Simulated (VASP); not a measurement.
# TiN (TiN (Fm-3m)) (Fm-3m) in VASP: settings compared

TiN (TiN (Fm-3m)) is run at these levels: PBE, LDA; tasks: single point.

All numbers are computed with VASP 6.6.1; they aren't measurements. Logs are shortened: lines on timing, memory, paths and dates and some standing lists are left out, and cuts for length are marked.

**1. The cell of the first run**

The structure is cubic, space group Fm-3m (No. 225). Conventional cell: a = 4.247 Å, b = 4.247 Å, c = 4.247 Å, α = 90.00°, β = 90.00°, γ = 90.00°. Ti (site symmetry m-3m) has 6 N at 2.12 Å within 2.8 Å. Within 2.8 Å of N (site symmetry m-3m) lie 6 Ti at 2.12 Å.

**2. Single point, PBE**

The input, INCAR:

```
SYSTEM = TiN
  PREC = Accurate
  ENCUT = 600
  EDIFF = 1E-6
  ISMEAR = 1
  SIGMA = 0.1
  LREAL = .FALSE.
  LASPH = .TRUE.
  NELM = 120
  ALGO = Normal
  ISIF = 2
  LWAVE = .FALSE.
  LCHARG = .TRUE.
  GGA = PE
  LELF = .TRUE.
  LVHAR = .TRUE.
  NBANDS = 82
  GGA_COMPAT = .FALSE.
```

The input, KPOINTS:

```
regular mesh
0
G
  4 4 4
  0 0 0
```

The input, POSCAR:

```
TiN
1.0
    0.0000000000      4.2465873429      4.2465873429
    4.2465873429      0.0000000000      4.2465873429
    4.2465873429      4.2465873429      0.0000000000
Ti N
8 8
Direct
    0.0000000000      0.0000000000      0.0000000000
    0.0000000000      0.0000000000      0.5000000000
    0.0000000000      0.5000000000      0.0000000000
    0.0000000000      0.5000000000      0.5000000000
    0.5000000000      0.0000000000      0.0000000000
    0.5000000000      0.0000000000      0.5000000000
    0.5000000000      0.5000000000      0.0000000000
    0.5000000000      0.5000000000      0.5000000000
    0.2500000000      0.2500000000      0.2500000000
    0.2500000000      0.2500000000      0.7500000000
    0.2500000000      0.7500000000      0.2500000000
    0.2500000000      0.7500000000      0.7500000000
    0.7500000000      0.2500000000      0.2500000000
    0.7500000000      0.2500000000      0.7500000000
    0.7500000000      0.7500000000      0.2500000000
    0.7500000000      0.7500000000      0.7500000000
```

Potentials or basis: VASP PAW PBE potentials, release 64 (Ti_sv, N).

Run with:

```console
$ cat potpaw_PBE.64/Ti_sv/POTCAR potpaw_PBE.64/N/POTCAR > POTCAR
$ mpirun -np 1 vasp_std > vasp.out
```

OUTCAR:

```text
SYSTEM = TiN
   PREC = Accurate
   ENCUT = 600
   EDIFF = 1E-6
   ISMEAR = 1
   LREAL = .FALSE.
   LASPH = .TRUE.
   NELM = 120
   ISIF = 2
   GGA = PE

 ion  position               nearest neighbor table
   1  0.000  0.000  0.000-  10 2.12  11 2.12  12 2.12  13 2.12  14 2.12  15 2.12
   2  0.000  0.000  0.500-   9 2.12  11 2.12  12 2.12  13 2.12  14 2.12  16 2.12
   3  0.000  0.500  0.000-   9 2.12  10 2.12  12 2.12  13 2.12  15 2.12  16 2.12
   4  0.000  0.500  0.500-   9 2.12  10 2.12  11 2.12  14 2.12  15 2.12  16 2.12
   5  0.500  0.000  0.000-   9 2.12  10 2.12  11 2.12  14 2.12  15 2.12  16 2.12
   6  0.500  0.000  0.500-   9 2.12  10 2.12  12 2.12  13 2.12  15 2.12  16 2.12
[... 8 lines left out ...]
  15  0.750  0.750  0.250-   1 2.12   3 2.12   4 2.12   5 2.12   6 2.12   8 2.12
  16  0.750  0.750  0.750-   2 2.12   3 2.12   4 2.12   5 2.12   6 2.12   7 2.12
[... 6 lines left out ...]
 A1 = (   0.0000000000,   4.2465873429,   4.2465873429)
 A2 = (   4.2465873429,   0.0000000000,   4.2465873429)
 A3 = (   4.2465873429,   4.2465873429,   0.0000000000)

Analysis of symmetry for initial positions (statically):
=====================================================================
 Subroutine PRICEL returns following result:

  LATTYP: Found a face centered cubic cell.
 ALAT       =     4.2465873429

  Lattice vectors:

 A1 = (   0.0000000000,   2.1232936714,   2.1232936714)
 A2 = (   2.1232936714,   0.0000000000,   2.1232936714)
 A3 = (   2.1232936714,   2.1232936714,   0.0000000000)

   8 primitive cells build up your supercell.

 Routine SETGRP: Setting up the symmetry group for a
 face centered cubic supercell.

 Subroutine GETGRP returns: Found 48 space group operations
 (whereof 48 operations were pure point group operations)
 out of a pool of 48 trial point group operations.

The static configuration has the point symmetry O_h .

Analysis of symmetry for dynamics (positions and initial velocities):
=====================================================================
 Subroutine PRICEL returns following result:

  LATTYP: Found a face centered cubic cell.
 ALAT       =     4.2465873429

  Lattice vectors:

 A1 = (   0.0000000000,   2.1232936714,   2.1232936714)
 A2 = (   2.1232936714,   0.0000000000,   2.1232936714)
 A3 = (   2.1232936714,   2.1232936714,   0.0000000000)

   8 primitive cells build up your supercell.

[... 92 lines left out ...]
   EDIFFG = 0.1E-04   stopping-criterion for IOM
   NSW    =      0    number of steps for IOM
   IBRION =     -1    ionic relax: 0-MD 1-quasi-New 2-CG
   NFREE  =      0    steps in history (QN), initial steepest desc. (CG)
   ISIF   =      2    stress and relaxation
   ISYM   =      2    0-nonsym 1-usesym 2-fastsym
   POTIM  = 0.5000    time-step for ionic-motion
   TEBEG  =    0.0;   TEEND  =   0.0 temperature during run
   PSTRESS=    0.0 pullay stress
   NELECT =     136.0000    total number of electrons
   NUPDOWN=      -1.0000    fix difference up-down
   EMIN   =  10.00;   EMAX   =-10.00  energy-range for DOS
   EFERMI =   0.00;   METHOD = LEGACY
   ISMEAR =     1;   SIGMA  =   0.10  broadening in eV -4-tet -1-fermi 0-gaus
   EFERMI_NEDOS =   21; number of points for ismear=-14 and -15
   IALGO  =     38    algorithm
   IMIX   =      4    mixing-type and parameters
     AMIX     =   0.40;   BMIX     =  1.00
     AMIX_MAG =   1.60;   BMIX_MAG =  1.00
  volume/ion in A,a.u.               =       9.57        64.60
  Fermi-wavevector in a.u.,A,eV,Ry     =   1.573516  2.973513 33.687366  2.475952
  Thomas-Fermi vector in A             =   2.674788
   LORBIT       =      0    0 simple, 1 ext, 2 COOP (PROOUT), +10 PAW based schemes
   GGA     = PE    functional components
   LHFCALC =     F    Hartree Fock is set to
   AEXX    =    0.0000 exact exchange contribution
   IVDW    =     0    specifies the selected vdW correction
   LEPSILON=     F    determine dielectric tensor
   LRPA    =     F    only Hartree local field effects (RPA)
 non-spin polarized calculation
 Methfessel and Paxton  Order N= 1 SIGMA  =   0.10
  energy-cutoff  :      600.00
  volume of cell :      153.16
 maximum number of plane-waves:      5124
   NGX = 23   NGY = 23   NGZ = 23

 number of electron     136.0000017 magnetization

 Free energy of the ion-electron system (eV)
  ---------------------------------------------------
  ext. energy  EPLUGINS =         0.00000000
  ---------------------------------------------------
  free energy    TOTEN  =      -157.00024256 eV

  energy without entropy =     -156.97182921  energy(sigma->0) =     -156.99077145

 E-fermi :  11.4237     XC(G=0): -13.0006

 val. band max:       11.4206695184   @ k =  -0.2500   0.2500   0.0000
 cond. band min:      11.4415676036   @ k =   0.5000   0.2500   0.0000
 fundamental gap:      0.0208980852
 Fermi energy:        11.4237433916

 k-point     1 :       0.0000    0.0000    0.0000
  band No.  band energies     occupation
      1     -46.4618      2.00000
      2     -46.3665      2.00000
      3     -46.3665      2.00000
      4     -46.3665      2.00000
      5     -46.3665      2.00000
      6     -46.3360      2.00000
[... 653 lines left out ...]
     79      12.9467     -0.00000
     80      12.9620     -0.00000
 [bands above 80 left out]

------------------------ aborting loop because EDIFF is reached ----------------------------------------

  FORCE on cell =-STRESS in cart. coord.  units (eV):
  Direction    XX          YY          ZZ          XY          YZ          ZX
  --------------------------------------------------------------------------------------
  -------------------------------------------------------------------------------------
  Total        0.5481352      0.5481352      0.5481352     -0.0000000     -0.0000000      0.0000000
  in kB        5.7338736      5.7338736      5.7338736     -0.0000000     -0.0000000      0.0000000
  external PRESSURE =       5.7338736 kB  Pullay stress =       0.0000000 kB

 VOLUME and BASIS-vectors are now :
 -----------------------------------------------------------------------------
  energy-cutoff  :      600.00
  volume of cell :      153.16
      direct lattice vectors                 reciprocal lattice vectors
     0.000000000  4.246587343  4.246587343    -0.117741603  0.117741603  0.117741603
     4.246587343  0.000000000  4.246587343     0.117741603 -0.117741603  0.117741603
     4.246587343  4.246587343  0.000000000     0.117741603  0.117741603 -0.117741603

 POSITION                                       TOTAL-FORCE (eV/Angst)
 -----------------------------------------------------------------------------------
      0.00000      0.00000      0.00000         0.000000     -0.000000     -0.000000
      2.12329      2.12329      0.00000         0.000000     -0.000000     -0.000000
      2.12329      0.00000      2.12329         0.000000      0.000000      0.000000
      4.24659      2.12329      2.12329         0.000000     -0.000000     -0.000000
      0.00000      2.12329      2.12329        -0.000000     -0.000000     -0.000000
      2.12329      4.24659      2.12329        -0.000000     -0.000000     -0.000000
[... 8 lines left out ...]
      4.24659      4.24659      6.36988         0.000000     -0.000000      0.000000
      6.36988      6.36988      6.36988         0.000000      0.000000      0.000000
 -----------------------------------------------------------------------------------
    total drift:                                0.000000      0.000000      0.000000

  FREE ENERGIE OF THE ION-ELECTRON SYSTEM (eV)
  ---------------------------------------------------
  free  energy   TOTEN  =      -157.0002425645 eV

  energy  without entropy=     -156.9718292109  energy(sigma->0) =     -156.99077145
```

OSZICAR:

```text
N       E                     dE             d eps       ncg     rms          rms(c)
DAV:   1     0.228881402222E+04    0.22888E+04   -0.70307E+04  1312   0.231E+03
DAV:   2     0.275185501116E+03   -0.20136E+04   -0.19572E+04  1312   0.713E+02
DAV:   3    -0.153892377251E+03   -0.42908E+03   -0.41797E+03  1784   0.263E+02
DAV:   4    -0.195724297937E+03   -0.41832E+02   -0.41403E+02  1824   0.861E+01
DAV:   5    -0.198400719741E+03   -0.26764E+01   -0.26653E+01  2056   0.190E+01    0.513E+01
DAV:   6    -0.158412428147E+03    0.39988E+02   -0.31695E+02  1746   0.852E+01    0.185E+01
DAV:   7    -0.157033054016E+03    0.13794E+01   -0.38066E+01  1764   0.273E+01    0.118E+01
DAV:   8    -0.156971719134E+03    0.61335E-01   -0.25187E+00  1686   0.807E+00    0.200E+00
DAV:   9    -0.156985933654E+03   -0.14215E-01   -0.38254E-01  1784   0.322E+00    0.167E+00
DAV:  10    -0.157001286509E+03   -0.15353E-01   -0.59317E-02  1792   0.133E+00    0.308E-01
DAV:  11    -0.157000454124E+03    0.83238E-03   -0.58327E-03  1904   0.409E-01    0.120E-01
DAV:  12    -0.157000370685E+03    0.83439E-04   -0.35652E-03  1576   0.268E-01    0.126E-01
DAV:  13    -0.157000247761E+03    0.12292E-03   -0.70379E-04  1856   0.968E-02    0.420E-02
DAV:  14    -0.157000242039E+03    0.57222E-05   -0.95365E-05  1712   0.498E-02    0.160E-02
DAV:  15    -0.157000243275E+03   -0.12358E-05   -0.13611E-05  1632   0.221E-02    0.483E-03
DAV:  16    -0.157000242564E+03    0.71036E-06   -0.17043E-06  1088   0.753E-03
   1 F= -.15700024E+03 E0= -.15699077E+03  d E =-.284134E-01
```

It took 2.5 min on 1 thread of Intel Xeon Platinum 8375C at 2.90GHz (Ice Lake), shared host; peak memory 0.36 GiB.

Results:

```yaml
Free_energy: -157.0002 eV
Pressure: 0.6 GPa
Band_gap_on_the_k_mesh: zero (band 68 reaches 12.32 eV, above the bottom of band 69 at 10.80 eV)
```

**3. Single point, LDA**

The input, INCAR:

```
ALGO     = Normal         # electronic algorithm
EDIFF    = 1E-6           # SCF threshold, eV
ENCUT    = 600            # plane-wave cutoff, eV
GGA_COMPAT= False        
ISIF     = 2              # what is computed and relaxed
ISMEAR   = 1              # smearing method
LASPH    = True           # aspherical terms in the spheres
LCHARG   = False          # write CHGCAR
LREAL    = False          # projectors in reciprocal space
LWAVE    = False          # write WAVECAR
NBANDS   = 82             # bands
NELM     = 120            # most SCF steps
PREC     = Accurate       # precision mode
SIGMA    = 0.1            # smearing width, eV
```

The input, KPOINTS:

```
k-points
0
Gamma
  4 4 4
```

POSCAR is that of step 2.

Potentials or basis: VASP PAW LDA potentials, release 64 (Ti_sv, N).

Run with:

```console
$ cat potpaw_LDA.64/Ti_sv/POTCAR potpaw_LDA.64/N/POTCAR > POTCAR
$ mpirun -np 1 vasp_std > vasp.out
```

OUTCAR:

```text
EDIFF = 1E-6
   ENCUT = 600
   ISIF = 2
   ISMEAR = 1
   LASPH = True
   LREAL = False
   NELM = 120
   PREC = Accurate

 ion  position               nearest neighbor table
   1  0.000  0.000  0.000-  10 2.12  11 2.12  12 2.12  13 2.12  14 2.12  15 2.12
   2  0.000  0.000  0.500-   9 2.12  11 2.12  12 2.12  13 2.12  14 2.12  16 2.12
   3  0.000  0.500  0.000-   9 2.12  10 2.12  12 2.12  13 2.12  15 2.12  16 2.12
   4  0.000  0.500  0.500-   9 2.12  10 2.12  11 2.12  14 2.12  15 2.12  16 2.12
   5  0.500  0.000  0.000-   9 2.12  10 2.12  11 2.12  14 2.12  15 2.12  16 2.12
   6  0.500  0.000  0.500-   9 2.12  10 2.12  12 2.12  13 2.12  15 2.12  16 2.12
[... 876 lines left out ...]
  in kB     -141.8375190   -141.8375190   -141.8375190     -0.0000000      0.0000000     -0.0000000
  external PRESSURE =    -141.8375190 kB  Pullay stress =       0.0000000 kB

 VOLUME and BASIS-vectors are now :
 -----------------------------------------------------------------------------
  energy-cutoff  :      600.00
  volume of cell :      153.16
      direct lattice vectors                 reciprocal lattice vectors
     0.000000000  4.246587343  4.246587343    -0.117741603  0.117741603  0.117741603
     4.246587343  0.000000000  4.246587343     0.117741603 -0.117741603  0.117741603
     4.246587343  4.246587343  0.000000000     0.117741603  0.117741603 -0.117741603

 POSITION                                       TOTAL-FORCE (eV/Angst)
 -----------------------------------------------------------------------------------
      0.00000      0.00000      0.00000         0.000000      0.000000      0.000000
      2.12329      2.12329      0.00000        -0.000000      0.000000      0.000000
      2.12329      0.00000      2.12329         0.000000      0.000000     -0.000000
      4.24659      2.12329      2.12329         0.000000     -0.000000     -0.000000
      0.00000      2.12329      2.12329        -0.000000     -0.000000      0.000000
      2.12329      4.24659      2.12329        -0.000000      0.000000      0.000000
[... 8 lines left out ...]
      4.24659      4.24659      6.36988        -0.000000     -0.000000      0.000000
      6.36988      6.36988      6.36988        -0.000000     -0.000000     -0.000000
 -----------------------------------------------------------------------------------
    total drift:                                0.000000      0.000000      0.000000

  FREE ENERGIE OF THE ION-ELECTRON SYSTEM (eV)
  ---------------------------------------------------
  free  energy   TOTEN  =      -172.9324735676 eV

  energy  without entropy=     -172.9041732094  energy(sigma->0) =     -172.92304011
```

OSZICAR:

```text
N       E                     dE             d eps       ncg     rms          rms(c)
DAV:   1     0.225005719950E+04    0.22501E+04   -0.70354E+04  1312   0.229E+03
DAV:   2     0.247296931986E+03   -0.20028E+04   -0.19471E+04  1312   0.706E+02
DAV:   3    -0.171379982820E+03   -0.41868E+03   -0.40791E+03  1776   0.258E+02
DAV:   4    -0.211263795776E+03   -0.39884E+02   -0.39449E+02  1816   0.824E+01
DAV:   5    -0.213839993496E+03   -0.25762E+01   -0.25657E+01  2088   0.180E+01    0.503E+01
DAV:   6    -0.175447223814E+03    0.38393E+02   -0.32411E+02  1754   0.839E+01    0.195E+01
DAV:   7    -0.173140040031E+03    0.23072E+01   -0.40238E+01  1732   0.265E+01    0.116E+01
DAV:   8    -0.172922697358E+03    0.21734E+00   -0.31018E+00  1702   0.876E+00    0.216E+00
DAV:   9    -0.172920247773E+03    0.24496E-02   -0.54131E-01  1760   0.406E+00    0.168E+00
DAV:  10    -0.172933533364E+03   -0.13286E-01   -0.66668E-02  1824   0.140E+00    0.277E-01
DAV:  11    -0.172932492706E+03    0.10407E-02   -0.10347E-02  1880   0.611E-01    0.156E-01
DAV:  12    -0.172932505179E+03   -0.12473E-04   -0.23607E-03  1648   0.195E-01    0.717E-02
DAV:  13    -0.172932482278E+03    0.22901E-04   -0.33518E-04  1856   0.622E-02    0.393E-02
DAV:  14    -0.172932475426E+03    0.68514E-05   -0.66482E-05  1592   0.486E-02    0.237E-02
DAV:  15    -0.172932473535E+03    0.18913E-05   -0.14809E-05  1568   0.230E-02    0.414E-03
DAV:  16    -0.172932473568E+03   -0.32554E-07   -0.55613E-07   968   0.456E-03
   1 F= -.17293247E+03 E0= -.17292304E+03  d E =-.283004E-01
```

stdout:

```text
POSCAR found type information on POSCAR TiN
 POSCAR found :  2 types and      16 ions
 scaLAPACK will be used
 LDA part: xc-table for (Slater(with rela. corr.)+CA(PZ))
 , standard interpolation
 POSCAR, INCAR and KPOINTS ok, starting setup
 FFT: planning ... GRIDC
 FFT: planning ... GRID_SOFT
 FFT: planning ... GRID
 WAVECAR not read
 entering main loop
```

Run time: 2.2 min. Hardware: 1 thread of Intel Xeon Platinum 8375C at 2.90GHz (Ice Lake), shared host; peak memory 0.3 GiB.

Results:

| Property | Result |
| --- | --- |
| Free energy | -172.9325 eV |
| Pressure | -14.2 GPa |
| Band gap on the k mesh | zero (band 68 reaches 12.04 eV, above the bottom of band 69 at 10.49 eV) |

Levels at points of the mesh, in eV from the Fermi level:
| k point | band 66 | band 67 | band 68 | band 69 | band 70 | band 71 | band 72 | band 73 |
| --- | --- | --- | --- | --- | --- | --- | --- | --- |
| (0.00, 0.00, 0.00) | -2.01 | -2.01 | -0.65 | -0.65 | -0.65 | 0.54 | 0.54 | 1.61 |
| (0.50, 0.00, 0.00) | -0.38 | -0.38 | -0.38 | -0.38 | -0.38 | 0.45 | 0.45 | 0.45 |
| (0.50, 0.50, 0.00) | -2.02 | 0.90 | 0.90 | 0.90 | 0.90 | 0.90 | 0.90 | 0.90 |
